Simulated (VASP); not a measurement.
# MgO (Fm-3m) in VASP: further runs, part 2 of 3

VASP 6.6.1. Earlier steps stand in the parts before.

### 3 Single point, revPBE

This run uses another cell than the first one, of 9.86 Å³/atom, 1.013 times its volume.

The input, INCAR:

```
PREC = Accurate ; ENCUT = 520
EDIFF = 1E-7 ; ISMEAR = 0
SIGMA = 0.05 ; LREAL = F
LASPH = T ; NELM = 60
ALGO = Normal ; ISIF = 2
LWAVE = F ; LCHARG = F
GGA = RE ; NBANDS = 11
```

The input, KPOINTS:

```
regular mesh
0
Gamma
  10 10 10
```

The input, POSCAR:

```
MgO
1.0
    0.0000000000      2.1440745937      2.1440745937
    2.1440745937      0.0000000000      2.1440745937
    2.1440745937      2.1440745937      0.0000000000
Mg O
1 1
Direct
    0.0000000000      0.0000000000      0.0000000000
    0.5000000000      0.5000000000      0.5000000000
```

Potentials or basis: VASP PAW PBE potentials, release 64 (Mg, O).

Started as:

```sh
$ cat potpaw_PBE.64/Mg/POTCAR potpaw_PBE.64/O/POTCAR > POTCAR
$ mpirun -np 1 vasp_std > vasp.out
```

OUTCAR:

```text
PREC = Accurate
   ENCUT = 520
   EDIFF = 1E-7
   ISMEAR = 0
   LREAL = F
   LASPH = T
   NELM = 60
   ISIF = 2
   GGA = RE

 ion  position               nearest neighbor table
   1  0.000  0.000  0.000-   2 2.14   2 2.14   2 2.14   2 2.14   2 2.14   2 2.14
   2  0.500  0.500  0.500-   1 2.14   1 2.14   1 2.14   1 2.14   1 2.14   1 2.14

  LATTYP: Found a face centered cubic cell.
 ALAT       =     4.2881491874

  Lattice vectors:

 A1 = (   0.0000000000,   2.1440745937,   2.1440745937)
 A2 = (   2.1440745937,   0.0000000000,   2.1440745937)
 A3 = (   2.1440745937,   2.1440745937,   0.0000000000)

Analysis of symmetry for initial positions (statically):
=====================================================================
 Subroutine PRICEL returns:
 Original cell was already a primitive cell.

 Routine SETGRP: Setting up the symmetry group for a
 face centered cubic supercell.

 Subroutine GETGRP returns: Found 48 space group operations
 (whereof 48 operations were pure point group operations)
 out of a pool of 48 trial point group operations.

The static configuration has the point symmetry O_h .

Analysis of symmetry for dynamics (positions and initial velocities):
=====================================================================
 Subroutine PRICEL returns:
 Original cell was already a primitive cell.

 Routine SETGRP: Setting up the symmetry group for a
 face centered cubic supercell.

 Subroutine GETGRP returns: Found 48 space group operations
 (whereof 48 operations were pure point group operations)
 out of a pool of 48 trial point group operations.

The dynamic configuration has the point symmetry O_h .

 Subroutine INISYM returns: Found 48 space group operations
 (whereof 48 operations are pure point group operations),
 and found     1 'primitive' translations

----------------------------------------------------------------------------------------

[... 118 lines left out ...]
   LHFCALC =     F    Hartree Fock is set to
   AEXX    =    0.0000 exact exchange contribution
   IVDW    =     0    specifies the selected vdW correction
   LEPSILON=     F    determine dielectric tensor
   LRPA    =     F    only Hartree local field effects (RPA)
 non-spin polarized calculation
 Gauss-broadening in eV      SIGMA  =   0.05
  energy-cutoff  :      520.00
  volume of cell :       19.71
 maximum number of plane-waves:       544
   NGX = 11   NGY = 11   NGZ = 11

 number of electron       8.0000000 magnetization

 Free energy of the ion-electron system (eV)
  ---------------------------------------------------
  ext. energy  EPLUGINS =         0.00000000
  ---------------------------------------------------
  free energy    TOTEN  =       -11.32642803 eV

  energy without entropy =      -11.32642803  energy(sigma->0) =      -11.32642803

 E-fermi :   3.2074     XC(G=0): -10.6504

 val. band max:        2.9192641250   @ k =   0.0000   0.0000   0.0000
 cond. band min:       7.2244446202   @ k =   0.0000   0.0000   0.0000
 fundamental gap:      4.3051804952
 Fermi energy:         3.2074039648

 k-point     1 :       0.0000    0.0000    0.0000
  band No.  band energies     occupation
      1     -14.1350      2.00000
      2       2.9193      2.00000
      3       2.9193      2.00000
      4       2.9193      2.00000
      5       7.2244      0.00000
      6      18.5133      0.00000
      7      18.5133      0.00000
      8      18.5133      0.00000
      9      22.2454      0.00000
     10      24.0076      0.00000
     11      24.0076      0.00000
[... 309 lines left out ...]
 k-point    24 :       0.4000    0.3000    0.0000
  band No.  band energies     occupation
      1     -13.0313      2.00000
      2      -0.4633      2.00000
      3       1.7002      2.00000
      4       1.9036      2.00000
      5      12.0687      0.00000
      6      13.0138      0.00000
      7      16.0841      0.00000
      8      20.5324      0.00000
      9      20.7299      0.00000
     10      27.2657      0.00000
     11      28.9646      0.00000

 [... further k-points ...]

------------------------ aborting loop because EDIFF is reached ----------------------------------------

  FORCE on cell =-STRESS in cart. coord.  units (eV):
  Direction    XX          YY          ZZ          XY          YZ          ZX
  --------------------------------------------------------------------------------------
  -------------------------------------------------------------------------------------
  Total       -0.0982310     -0.0982310     -0.0982310      0.0000000      0.0000000      0.0000000
  in kB       -7.9837996     -7.9837996     -7.9837996      0.0000000      0.0000000      0.0000000
  external PRESSURE =      -7.9837996 kB  Pullay stress =       0.0000000 kB

 VOLUME and BASIS-vectors are now :
 -----------------------------------------------------------------------------
  energy-cutoff  :      520.00
  volume of cell :       19.71
      direct lattice vectors                 reciprocal lattice vectors
     0.000000000  2.144074594  2.144074594    -0.233200842  0.233200842  0.233200842
     2.144074594  0.000000000  2.144074594     0.233200842 -0.233200842  0.233200842
     2.144074594  2.144074594  0.000000000     0.233200842  0.233200842 -0.233200842

 POSITION                                       TOTAL-FORCE (eV/Angst)
 -----------------------------------------------------------------------------------
      0.00000      0.00000      0.00000         0.000000     -0.000000     -0.000000
      2.14407      2.14407      2.14407        -0.000000      0.000000      0.000000
 -----------------------------------------------------------------------------------
    total drift:                               -0.000000     -0.000000      0.000000

  FREE ENERGIE OF THE ION-ELECTRON SYSTEM (eV)
  ---------------------------------------------------
  free  energy   TOTEN  =       -11.3264280282 eV

  energy  without entropy=      -11.3264280282  energy(sigma->0) =      -11.32642803
```

OSZICAR:

```text
N       E                     dE             d eps       ncg     rms          rms(c)
DAV:   1     0.104490790470E+02    0.10449E+02   -0.45273E+03  1226   0.645E+02
DAV:   2    -0.124941065647E+02   -0.22943E+02   -0.22217E+02  1194   0.128E+02
DAV:   3    -0.128684355550E+02   -0.37433E+00   -0.37414E+00  1240   0.142E+01
DAV:   4    -0.128693100964E+02   -0.87454E-03   -0.87452E-03  1142   0.786E-01
DAV:   5    -0.128693132243E+02   -0.31279E-05   -0.31278E-05  1214   0.467E-02    0.721E+00
DAV:   6    -0.113312359254E+02    0.15381E+01   -0.90577E+00  1079   0.163E+01    0.231E+00
DAV:   7    -0.113254071237E+02    0.58288E-02   -0.60906E-02  1115   0.218E+00    0.138E+00
DAV:   8    -0.113268134196E+02   -0.14063E-02   -0.36214E-02  1088   0.209E+00    0.258E-01
DAV:   9    -0.113263824719E+02    0.43095E-03   -0.65126E-04  1175   0.176E-01    0.151E-01
DAV:  10    -0.113264245860E+02   -0.42114E-04   -0.83002E-04  1130   0.211E-01    0.169E-02
DAV:  11    -0.113264283091E+02   -0.37230E-05   -0.83684E-06  1196   0.222E-02    0.718E-03
DAV:  12    -0.113264279907E+02    0.31836E-06   -0.14773E-06  1163   0.953E-03    0.717E-04
DAV:  13    -0.113264280282E+02   -0.37484E-07   -0.81696E-08   655   0.159E-03
   1 F= -.11326428E+02 E0= -.11326428E+02  d E =-.319604E-18
```

stdout:

```text
POSCAR found type information on POSCAR MgO
 POSCAR found :  2 types and       2 ions
 scaLAPACK will be used
 -----------------------------------------------------------------------------
|                                                                             |
|                                                                             |
|     You enforced a specific xc type in the INCAR file but a different       |
|     I HOPE YOU KNOW WHAT YOU ARE DOING!                                     |
|                                                                             |
 -----------------------------------------------------------------------------

 LDA part: xc-table for (Slater+PW92), standard interpolation
 POSCAR, INCAR and KPOINTS ok, starting setup
 FFT: planning ... GRIDC
 FFT: planning ... GRID_SOFT
 FFT: planning ... GRID
 WAVECAR not read
 entering main loop
```

It took 5.8 s on 1 thread of Intel Xeon 6975P-C, shared host; peak memory 0.14 GiB.

What came out:

* Free energy: -11.3264 eV
* Pressure: -0.8 GPa
* Band gap on the k mesh: 4.31 eV, direct

Caveat: the PAW data sets were made with another functional, which shifts forces and pressure a little.

### 4 Single point, revPBE (volume scaled by 0.98)

The input, INCAR:

```
PREC     = Accurate       # precision mode
ENCUT    = 520            # plane-wave cutoff, eV
EDIFF    = 1E-6           # SCF threshold, eV
ISMEAR   = 0              # smearing method
SIGMA    = 0.05           # smearing width, eV
LREAL    = F              # projectors in reciprocal space
LASPH    = T              # aspherical terms in the spheres
NELM     = 60             # most SCF steps
ALGO     = Normal         # electronic algorithm
ISIF     = 2              # what is computed and relaxed
LWAVE    = F              # write WAVECAR
LCHARG   = F              # write CHGCAR
GGA      = RE             # functional
NBANDS   = 11             # bands
```

KPOINTS is that of step 3.

The input, POSCAR:

```
MgO
1.0
    0.0000000000      2.1296843977      2.1296843977
    2.1296843977      0.0000000000      2.1296843977
    2.1296843977      2.1296843977      0.0000000000
Mg O
1 1
Direct
    0.0000000000      0.0000000000      0.0000000000
    0.5000000000      0.5000000000      0.5000000000
```

Potentials or basis: VASP PAW PBE potentials, release 64 (Mg, O).

Started as:

```sh
$ cat potpaw_PBE.64/Mg/POTCAR potpaw_PBE.64/O/POTCAR > POTCAR
$ mpirun -np 1 vasp_std > vasp.out
```

OUTCAR:

```text
PREC = Accurate
   ENCUT = 520
   EDIFF = 1E-6
   ISMEAR = 0
   LREAL = F
   LASPH = T
   NELM = 60
   ISIF = 2
   GGA = RE

 ion  position               nearest neighbor table
   1  0.000  0.000  0.000-   2 2.13   2 2.13   2 2.13   2 2.13   2 2.13   2 2.13
   2  0.500  0.500  0.500-   1 2.13   1 2.13   1 2.13   1 2.13   1 2.13   1 2.13

  LATTYP: Found a face centered cubic cell.
 ALAT       =     4.2593687954

  Lattice vectors:

 A1 = (   0.0000000000,   2.1296843977,   2.1296843977)
 A2 = (   2.1296843977,   0.0000000000,   2.1296843977)
 A3 = (   2.1296843977,   2.1296843977,   0.0000000000)

Analysis of symmetry for initial positions (statically):
=====================================================================
 Subroutine PRICEL returns:
 Original cell was already a primitive cell.

 Routine SETGRP: Setting up the symmetry group for a
 face centered cubic supercell.

 Subroutine GETGRP returns: Found 48 space group operations
 (whereof 48 operations were pure point group operations)
 out of a pool of 48 trial point group operations.

The static configuration has the point symmetry O_h .

Analysis of symmetry for dynamics (positions and initial velocities):
=====================================================================
 Subroutine PRICEL returns:
 Original cell was already a primitive cell.

 Routine SETGRP: Setting up the symmetry group for a
 face centered cubic supercell.

 Subroutine GETGRP returns: Found 48 space group operations
 (whereof 48 operations were pure point group operations)
 out of a pool of 48 trial point group operations.

The dynamic configuration has the point symmetry O_h .

 Subroutine INISYM returns: Found 48 space group operations
 (whereof 48 operations are pure point group operations),
 and found     1 'primitive' translations

----------------------------------------------------------------------------------------

                                     Primitive cell
[... 118 lines left out ...]
   AEXX    =    0.0000 exact exchange contribution
   IVDW    =     0    specifies the selected vdW correction
   LEPSILON=     F    determine dielectric tensor
   LRPA    =     F    only Hartree local field effects (RPA)
 non-spin polarized calculation
 Gauss-broadening in eV      SIGMA  =   0.05
  energy-cutoff  :      520.00
  volume of cell :       19.32
 maximum number of plane-waves:       534
 NGX is ok and might be reduce to    24
   NGX = 11   NGY = 11   NGZ = 11

 number of electron       8.0000003 magnetization

 Free energy of the ion-electron system (eV)
  ---------------------------------------------------
  ext. energy  EPLUGINS =         0.00000000
  ---------------------------------------------------
  free energy    TOTEN  =       -11.32426511 eV

  energy without entropy =      -11.32426511  energy(sigma->0) =      -11.32426511

 E-fermi :   3.3959     XC(G=0): -10.7453

 val. band max:        3.0633052074   @ k =   0.0000   0.0000   0.0000
 cond. band min:       7.5535186998   @ k =   0.0000   0.0000   0.0000
 fundamental gap:      4.4902134923
 Fermi energy:         3.3958600652

 k-point     1 :       0.0000    0.0000    0.0000
  band No.  band energies     occupation
      1     -14.0884      2.00000
      2       3.0633      2.00000
      3       3.0633      2.00000
      4       3.0633      2.00000
      5       7.5535      0.00000
      6      18.7727      0.00000
      7      18.7727      0.00000
      8      18.7727      0.00000
      9      22.5567      0.00000
     10      24.3411      0.00000
     11      24.3411      0.00000
[... 309 lines left out ...]
 k-point    24 :       0.4000    0.3000    0.0000
  band No.  band energies     occupation
      1     -12.9411      2.00000
      2      -0.3832      2.00000
      3       1.8162      2.00000
      4       2.0245      2.00000
      5      12.4124      0.00000
      6      13.2179      0.00000
      7      16.4378      0.00000
      8      20.9368      0.00000
      9      21.1374      0.00000
     10      27.6555      0.00000
     11      29.5036      0.00000

 [... further k-points ...]

------------------------ aborting loop because EDIFF is reached ----------------------------------------

  FORCE on cell =-STRESS in cart. coord.  units (eV):
  Direction    XX          YY          ZZ          XY          YZ          ZX
  --------------------------------------------------------------------------------------
  -------------------------------------------------------------------------------------
  Total        0.2578369      0.2578369      0.2578369     -0.0000000      0.0000000     -0.0000000
  in kB       21.3835517     21.3835517     21.3835517     -0.0000000      0.0000000     -0.0000000
  external PRESSURE =      21.3835517 kB  Pullay stress =       0.0000000 kB

 VOLUME and BASIS-vectors are now :
 -----------------------------------------------------------------------------
  energy-cutoff  :      520.00
  volume of cell :       19.32
      direct lattice vectors                 reciprocal lattice vectors
     0.000000000  2.129684398  2.129684398    -0.234776571  0.234776571  0.234776571
     2.129684398  0.000000000  2.129684398     0.234776571 -0.234776571  0.234776571
     2.129684398  2.129684398  0.000000000     0.234776571  0.234776571 -0.234776571

 POSITION                                       TOTAL-FORCE (eV/Angst)
 -----------------------------------------------------------------------------------
      0.00000      0.00000      0.00000        -0.000000     -0.000000      0.000000
      2.12968      2.12968      2.12968         0.000000      0.000000      0.000000
 -----------------------------------------------------------------------------------
    total drift:                               -0.000000     -0.000000      0.000000

  FREE ENERGIE OF THE ION-ELECTRON SYSTEM (eV)
  ---------------------------------------------------
  free  energy   TOTEN  =       -11.3242651100 eV

  energy  without entropy=      -11.3242651100  energy(sigma->0) =      -11.32426511
```

OSZICAR:

```text
N       E                     dE             d eps       ncg     rms          rms(c)
DAV:   1     0.130394423400E+02    0.13039E+02   -0.44746E+03  1202   0.635E+02
DAV:   2    -0.123653362148E+02   -0.25405E+02   -0.24932E+02  1177   0.135E+02
DAV:   3    -0.128655919276E+02   -0.50026E+00   -0.49975E+00  1246   0.160E+01
DAV:   4    -0.128667150968E+02   -0.11232E-02   -0.11231E-02  1112   0.892E-01
DAV:   5    -0.128667188845E+02   -0.37877E-05   -0.37877E-05  1214   0.509E-02    0.722E+00
DAV:   6    -0.113269726558E+02    0.15397E+01   -0.88800E+00  1073   0.163E+01    0.227E+00
DAV:   7    -0.113229476260E+02    0.40250E-02   -0.60220E-02  1112   0.215E+00    0.137E+00
DAV:   8    -0.113246560016E+02   -0.17084E-02   -0.35008E-02  1085   0.206E+00    0.255E-01
DAV:   9    -0.113242184486E+02    0.43755E-03   -0.69677E-04  1169   0.180E-01    0.146E-01
DAV:  10    -0.113242624947E+02   -0.44046E-04   -0.86139E-04  1127   0.212E-01    0.189E-02
DAV:  11    -0.113242654548E+02   -0.29601E-05   -0.11129E-05  1196   0.249E-02    0.663E-03
DAV:  12    -0.113242651100E+02    0.34475E-06   -0.12833E-06  1052   0.896E-03
   1 F= -.11324265E+02 E0= -.11324265E+02  d E =-.519428E-23
```

Run time: 4.7 s. Hardware: 1 thread of Intel Xeon 6975P-C, shared host; peak memory 0.14 GiB.

What came out:

* Free energy: -11.3243 eV
* Pressure: 2.1 GPa
* Band gap on the k mesh: 4.49 eV, direct

Levels at points of the mesh, in eV from the valence-band top:
```tsv
k point	band 1	band 2	band 3	band 4	band 5	band 6	band 7	band 8
(0.00, 0.00, 0.00)	-17.15	0.00	0.00	0.00	4.49	15.71	15.71	15.71
(0.50, 0.00, 0.00)	-15.97	-4.44	-0.61	-0.61	7.76	12.33	16.09	16.09
(0.50, 0.50, 0.00)	-15.72	-3.93	-1.30	-1.30	9.16	9.76	12.84	18.61
```

Caveat: the cell differs from its parent crystal (volume scaled by 0.98); the PAW data sets were made with another functional, which shifts forces and pressure a little.

[end of part 2 of 3]
